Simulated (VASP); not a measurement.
A run of VASP 6.6.1 is set up as follows.

Contents of INCAR:

```
ALGO = Normal
EDIFF = 1E-6
ENCUT = 520
GGA = PS
ISIF = 2
ISMEAR = 0
LASPH = True
LCHARG = False
LREAL = False
LWAVE = False
NBANDS = 26
NELM = 60
PREC = Accurate
SIGMA = 0.02
```

The input KPOINTS:

```
k-points
0
Gamma
  9 9 6
```

File POSCAR:

```
GaN
1.0
    3.1828017554      0.0000000000      0.0000000000
   -1.5914008777      2.7563871754      0.0000000000
    0.0000000000      0.0000000000      5.1851995025
Ga N
2 2
Direct
    0.6666666667      0.3333333333      0.4991747632
    0.3333333333      0.6666666667      0.9991747632
    0.6666666667      0.3333333333      0.8758252368
    0.3333333333      0.6666666667      0.3758252368
```

Potentials or basis: VASP PAW PBE potentials, release 64 (Ga_d, N).

Launch:

```console
$ cat potpaw_PBE.64/Ga_d/POTCAR potpaw_PBE.64/N/POTCAR > POTCAR
$ mpirun -np 1 vasp_std > vasp.out
```

Q: Predict the band gap on the k mesh.

A: 1.89 eV.

Q: Estimate the pressure.

A: -0.2 GPa.

Caveat: the PAW data sets were made with another functional, which shifts forces and pressure a little.
